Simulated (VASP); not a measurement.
# Si3Bi2Te2 (P4mm) in VASP: single point with PBE

Aim: the single point of Si3Bi2Te2 with PBE.

Program: VASP 6.6.1. These are calculated values, not measurements. Logs are shortened: lines on timing, memory, paths and dates and some standing lists are left out, and cuts for length are marked.

### 1 The cell of the first run

The structure is tetragonal, space group P4mm (No. 99). Conventional cell: a = 5.800 Å, b = 5.800 Å, c = 6.646 Å, α = 90.00°, β = 90.00°, γ = 90.00°. Within 3.4 Å of Si (site symmetry 2mm) lie 1 Te at 2.58 Å and 2 Bi at 2.91 Å and 2 Si at 2.91 Å. Si (site symmetry 4mm) has 4 Si at 2.91 Å and 4 Te at 3.70 Å within 3.8 Å. Within 3.8 Å of Bi (site symmetry 4mm) lie 4 Si at 2.91 Å and 2 Bi at 3.06 to 3.58 Å. Within 3.9 Å of Bi (site symmetry 4mm) lie 4 Te at 3.00 Å and 2 Bi at 3.06 to 3.58 Å. Within 3.4 Å of Te (site symmetry 2mm) lie 1 Si at 2.58 Å and 2 Bi at 3.00 Å.

The cell was built from a structure type or drawn by symmetry, and may not be a known phase.

### 2 Single point, PBE

The input, INCAR:

```
ALGO = Normal
EDIFF = 1E-6
ENCUT = 500
GGA = PE
GGA_COMPAT = F
ISIF = 2
ISMEAR = 0
LASPH = T
LCHARG = T
LELF = T
LREAL = F
LVHAR = T
LWAVE = F
NBANDS = 36
NELM = 120
PREC = Accurate
SIGMA = 0.2
```

The input, KPOINTS:

```
k-points
0
Gamma
  3 3 3
```

The input, POSCAR:

```
Si3Bi2Te2
1.0
    5.7996152175      0.0000000000      0.0000000000
    0.0000000000      5.7996152175      0.0000000000
    0.0000000000      0.0000000000      6.6462006124
Si Bi Te
3 2 2
Direct
    0.0000000000      0.5000000000      0.5039501375
    0.5000000000      0.0000000000      0.5039501375
    0.0000000000      0.0000000000      0.5480774947
    0.5000000000      0.5000000000      0.4675905576
    0.5000000000      0.5000000000      0.0065111829
    0.0000000000      0.5000000000      0.8928025649
    0.5000000000      0.0000000000      0.8928025649
```

Potentials or basis: VASP PAW PBE potentials, release 64 (Si, Bi_d, Te).

On the command line:

```
$ cat potpaw_PBE.64/Si/POTCAR potpaw_PBE.64/Bi_d/POTCAR potpaw_PBE.64/Te/POTCAR > POTCAR
$ mpirun -np 1 vasp_std > vasp.out
```

OUTCAR:

```text
EDIFF = 1E-6
   ENCUT = 500
   GGA = PE
   ISIF = 2
   ISMEAR = 0
   LASPH = T
   LREAL = F
   NELM = 120
   PREC = Accurate

 ion  position               nearest neighbor table
   1  0.000  0.500  0.504-   6 2.58   4 2.91   4 2.91   3 2.91   3 2.91
   2  0.500  0.000  0.504-   7 2.58   4 2.91   4 2.91   3 2.91   3 2.91
   3  0.000  0.000  0.548-   1 2.91   2 2.91   1 2.91   2 2.91
   4  0.500  0.500  0.468-   1 2.91   2 2.91   2 2.91   1 2.91   5 3.06   5 3.58
   5  0.500  0.500  0.007-   6 3.00   7 3.00   7 3.00   6 3.00   4 3.06   4 3.58
   6  0.000  0.500  0.893-   1 2.58   5 3.00   5 3.00
   7  0.500  0.000  0.893-   2 2.58   5 3.00   5 3.00

  LATTYP: Found a simple tetragonal cell.
 ALAT       =     5.7996152175
 C/A-ratio  =     1.1459726832

  Lattice vectors:

 A1 = (   5.7996152175,   0.0000000000,   0.0000000000)
 A2 = (   0.0000000000,   5.7996152175,   0.0000000000)
 A3 = (   0.0000000000,   0.0000000000,   6.6462006124)

Analysis of symmetry for initial positions (statically):
=====================================================================
 Subroutine PRICEL returns:
 Original cell was already a primitive cell.

 Routine SETGRP: Setting up the symmetry group for a
 simple tetragonal supercell.

 Subroutine GETGRP returns: Found  8 space group operations
 (whereof  8 operations were pure point group operations)
 out of a pool of 16 trial point group operations.

The static configuration has the point symmetry C_4v.

Analysis of symmetry for dynamics (positions and initial velocities):
=====================================================================
 Subroutine PRICEL returns:
 Original cell was already a primitive cell.

 Routine SETGRP: Setting up the symmetry group for a
 simple tetragonal supercell.

 Subroutine GETGRP returns: Found  8 space group operations
 (whereof  8 operations were pure point group operations)
 out of a pool of 16 trial point group operations.

The dynamic configuration has the point symmetry C_4v.

 Subroutine INISYM returns: Found  8 space group operations
 (whereof  8 operations are pure point group operations),
 and found     1 'primitive' translations

----------------------------------------------------------------------------------------

                                     Primitive cell

  volume of cell :     223.5485

  direct lattice vectors                    reciprocal lattice vectors
     5.799615218  0.000000000  0.000000000     0.172425232  0.000000000  0.000000000
     0.000000000  5.799615218  0.000000000     0.000000000  0.172425232  0.000000000
     0.000000000  0.000000000  6.646200612     0.000000000  0.000000000  0.150461904

  length of vectors
     5.799615218  5.799615218  6.646200612     0.172425232  0.172425232  0.150461904

  position of ions in fractional coordinates (direct lattice)
     0.000000000  0.500000000  0.503950137
     0.500000000  0.000000000  0.503950137
     0.000000000  0.000000000  0.548077495
     0.500000000  0.500000000  0.467590558
     0.500000000  0.500000000  0.006511183
     0.000000000  0.500000000  0.892802565
     0.500000000  0.000000000  0.892802565

  ion indices of the primitive-cell ions
   primitive index   ion index
                 1           1
                 2           2
                 3           3
                 4           4
                 5           5
                 6           6
                 7           7

----------------------------------------------------------------------------------------

 KPOINTS: k-points

Automatic generation of k-mesh.
 Grid dimensions read from file:
 generate k-points for:    3    3    3

 Generating k-lattice:

  Cartesian coordinates                     Fractional coordinates (reciprocal lattice)
     0.057475077  0.000000000  0.000000000     0.333333333  0.000000000  0.000000000
     0.000000000  0.057475077  0.000000000     0.000000000  0.333333333  0.000000000
     0.000000000  0.000000000  0.050153968     0.000000000  0.000000000  0.333333333

  Length of vectors
     0.057475077  0.057475077  0.050153968

  Shift w.r.t. Gamma in fractional coordinates (k-lattice)
     0.000000000  0.000000000  0.000000000

 Subroutine IBZKPT returns following result:
 ===========================================

 Found      6 irreducible k-points:

 Following reciprocal coordinates:
            Coordinates               Weight
  0.000000  0.000000  0.000000      1.000000
  0.333333  0.000000  0.000000      4.000000
  0.333333  0.333333  0.000000      4.000000
  0.000000  0.000000  0.333333      2.000000
  0.333333  0.000000  0.333333      8.000000
  0.333333  0.333333  0.333333      8.000000
   k-points           NKPTS =      6   k-points in BZ     NKDIM =      6   number of bands    NBANDS=     36
   number of dos      NEDOS =    301   number of ions     NIONS =      7
   total plane-waves  NPLWV =  84672
   dimension x,y,z NGX =    42 NGY =   42 NGZ =   48
   dimension x,y,z NGXF=    84 NGYF=   84 NGZF=   96
   ions per type =               3   2   2
   NGX,Y,Z   is equivalent  to a cutoff of  12.04, 12.04, 12.01 a.u.
   NGXF,Y,Z  is equivalent  to a cutoff of  24.08, 24.08, 24.01 a.u.
 SYSTEM =  unknown system
   PREC   = accura    normal or accurate (medium, high low for compatibility)
   ISTART =      0    job   : 0-new  1-cont  2-samecut
   ICHARG =      2    charge: 1-file 2-atom 10-const
   ISPIN  =      1    spin polarized calculation?
   LNONCOLLINEAR =      F non collinear calculations
   LSORBIT =      F    spin-orbit coupling
   LASPH  =      T    aspherical Exc in radial PAW
   ENCUT  =  500.0 eV  36.75 Ry    6.06 a.u.  10.57 10.57 12.12*2*pi/ulx,y,z
   NELM   =    120;   NELMIN=  2; NELMDL= -5     # of ELM steps
   EDIFF  = 0.1E-05   stopping-criterion for ELM
   LREAL  =      F    real-space projection
   EDIFFG = 0.1E-04   stopping-criterion for IOM
   NSW    =      0    number of steps for IOM
   IBRION =     -1    ionic relax: 0-MD 1-quasi-New 2-CG
   NFREE  =      0    steps in history (QN), initial steepest desc. (CG)
   ISIF   =      2    stress and relaxation
   ISYM   =      2    0-nonsym 1-usesym 2-fastsym
   POTIM  = 0.5000    time-step for ionic-motion
   TEBEG  =    0.0;   TEEND  =   0.0 temperature during run
   PSTRESS=    0.0 pullay stress
   NELECT =      54.0000    total number of electrons
   NUPDOWN=      -1.0000    fix difference up-down
   EMIN   =  10.00;   EMAX   =-10.00  energy-range for DOS
   EFERMI =   0.00;   METHOD = LEGACY
   ISMEAR =     0;   SIGMA  =   0.20  broadening in eV -4-tet -1-fermi 0-gaus
   EFERMI_NEDOS =   21; number of points for ismear=-14 and -15
   IALGO  =     38    algorithm
   IMIX   =      4    mixing-type and parameters
     AMIX     =   0.40;   BMIX     =  1.00
     AMIX_MAG =   1.60;   BMIX_MAG =  1.00
  volume/ion in A,a.u.               =      31.94       215.51
  Fermi-wavevector in a.u.,A,eV,Ry     =   1.019566  1.926701 14.143467  1.039515
  Thomas-Fermi vector in A             =   2.153087
   LORBIT       =      0    0 simple, 1 ext, 2 COOP (PROOUT), +10 PAW based schemes
   GGA     = PE    functional components
   LHFCALC =     F    Hartree Fock is set to
   AEXX    =    0.0000 exact exchange contribution
   IVDW    =     0    specifies the selected vdW correction
   LEPSILON=     F    determine dielectric tensor
   LRPA    =     F    only Hartree local field effects (RPA)
 non-spin polarized calculation
 Gauss-broadening in eV      SIGMA  =   0.20
  energy-cutoff  :      500.00
  volume of cell :      223.55
 maximum number of plane-waves:      5704
 NGX is ok and might be reduce to    42
   NGX = 21   NGY = 21   NGZ = 25

 number of electron      53.9999982 magnetization

 Free energy of the ion-electron system (eV)
  ---------------------------------------------------
  ext. energy  EPLUGINS =         0.00000000
  ---------------------------------------------------
  free energy    TOTEN  =       -27.16759720 eV

  energy without entropy =      -27.09835261  energy(sigma->0) =      -27.13297491

 E-fermi :   5.0300     XC(G=0):  -8.7776

 val. band max:        5.0083434907   @ k =   0.3333   0.3333   0.0000
 cond. band min:       5.2438311124   @ k =   0.3333   0.3333   0.3333
 fundamental gap:      0.2354876216
 Fermi energy:         5.0300289402

 k-point     1 :       0.0000    0.0000    0.0000
  band No.  band energies     occupation
      1     -18.2175      2.00000
      2     -18.2028      2.00000
      3     -18.1609      2.00000
      4     -18.1532      2.00000
      5     -18.1532      2.00000
      6     -17.7970      2.00000
[... 28 lines left out ...]
     35       9.5412      0.00000
     36      10.5007      0.00000

 k-point     2 :       0.3333    0.0000    0.0000
  band No.  band energies     occupation
      1     -18.2170      2.00000
      2     -18.2013      2.00000
      3     -18.1612      2.00000
      4     -18.1532      2.00000
      5     -18.1531      2.00000
      6     -17.7971      2.00000
[... 28 lines left out ...]
     35       9.4530      0.00000
     36       9.5738      0.00000

 k-point     3 :       0.3333    0.3333    0.0000
  band No.  band energies     occupation
      1     -18.2164      2.00000
      2     -18.1999      2.00000
      3     -18.1615      2.00000
      4     -18.1532      2.00000
      5     -18.1532      2.00000
      6     -17.7971      2.00000
[... 28 lines left out ...]
     35       8.9497      0.00000
     36       9.0329      0.00000

 k-point     4 :       0.0000    0.0000    0.3333
  band No.  band energies     occupation
      1     -18.2028      2.00000
      2     -18.1920      2.00000
      3     -18.1609      2.00000
      4     -18.1501      2.00000
      5     -18.1501      2.00000
      6     -17.8123      2.00000
[... 28 lines left out ...]
     35       8.5797      0.00000
     36       9.9895      0.00000

 k-point     5 :       0.3333    0.0000    0.3333
  band No.  band energies     occupation
      1     -18.2014      2.00000
      2     -18.1913      2.00000
      3     -18.1612      2.00000
      4     -18.1501      2.00000
      5     -18.1501      2.00000
      6     -17.8119      2.00000
[... 28 lines left out ...]
     35       8.4171      0.00000
     36       9.8174      0.00000

 k-point     6 :       0.3333    0.3333    0.3333
  band No.  band energies     occupation
      1     -18.1999      2.00000
      2     -18.1909      2.00000
      3     -18.1615      2.00000
      4     -18.1501      2.00000
      5     -18.1501      2.00000
      6     -17.8115      2.00000
[... 28 lines left out ...]
     35       7.9404      0.00000
     36       8.3672      0.00000

------------------------ aborting loop because EDIFF is reached ----------------------------------------

  FORCE on cell =-STRESS in cart. coord.  units (eV):
  Direction    XX          YY          ZZ          XY          YZ          ZX
  --------------------------------------------------------------------------------------
  -------------------------------------------------------------------------------------
  Total        0.0392800      0.0392800      0.3697752      0.0000000      0.0000000      0.0000000
  in kB        0.2815208      0.2815208      2.6501870      0.0000000      0.0000000      0.0000000
  external PRESSURE =       1.0710762 kB  Pullay stress =       0.0000000 kB

 VOLUME and BASIS-vectors are now :
 -----------------------------------------------------------------------------
  energy-cutoff  :      500.00
  volume of cell :      223.55
      direct lattice vectors                 reciprocal lattice vectors
     5.799615218  0.000000000  0.000000000     0.172425232  0.000000000  0.000000000
     0.000000000  5.799615218  0.000000000     0.000000000  0.172425232  0.000000000
     0.000000000  0.000000000  6.646200612     0.000000000  0.000000000  0.150461904

 POSITION                                       TOTAL-FORCE (eV/Angst)
 -----------------------------------------------------------------------------------
      0.00000      2.89981      3.34935         0.000000      0.000000      0.061683
      2.89981      0.00000      3.34935         0.000000      0.000000      0.061683
      0.00000      0.00000      3.64263        -0.000000      0.000000     -0.044392
      2.89981      2.89981      3.10770         0.000000      0.000000     -0.005963
      2.89981      2.89981      0.04327         0.000000      0.000000     -0.008356
      0.00000      2.89981      5.93374         0.000000     -0.000000     -0.032328
      2.89981      0.00000      5.93374         0.000000     -0.000000     -0.032328
 -----------------------------------------------------------------------------------
    total drift:                                0.000000     -0.000000     -0.001290

  FREE ENERGIE OF THE ION-ELECTRON SYSTEM (eV)
  ---------------------------------------------------
  free  energy   TOTEN  =       -27.1675971987 eV

  energy  without entropy=      -27.0983526118  energy(sigma->0) =      -27.13297491
```

Wall time 52 s (1 thread of Intel Xeon Platinum 8488C (Sapphire Rapids), shared host); peak memory 0.29 GiB.

What came out:

```yaml
Free_energy: -27.1676 eV
Pressure: 0.1 GPa
Largest_force: 0.062 eV/Å
Band_gap_on_the_k_mesh: zero (bands 27 and 28 overlap by 0.45 eV)
```

Forces on the atoms (eV/Å):
```
Si   0.000  0.000  0.062
Si   0.000  0.000  0.062
Si   0.000  0.000 -0.044
Bi   0.000  0.000 -0.006
Bi   0.000  0.000 -0.008
Te   0.000  0.000 -0.032
Te   0.000  0.000 -0.032
```

Stress tensor (GPa, compression positive):
```
0.03 0.00 0.00
0.00 0.03 0.00
0.00 0.00 0.27
```

Caveat: the k points lie up to 0.36 Å⁻¹ apart; spin-orbit coupling is left out, which moves the levels of the heavy elements.
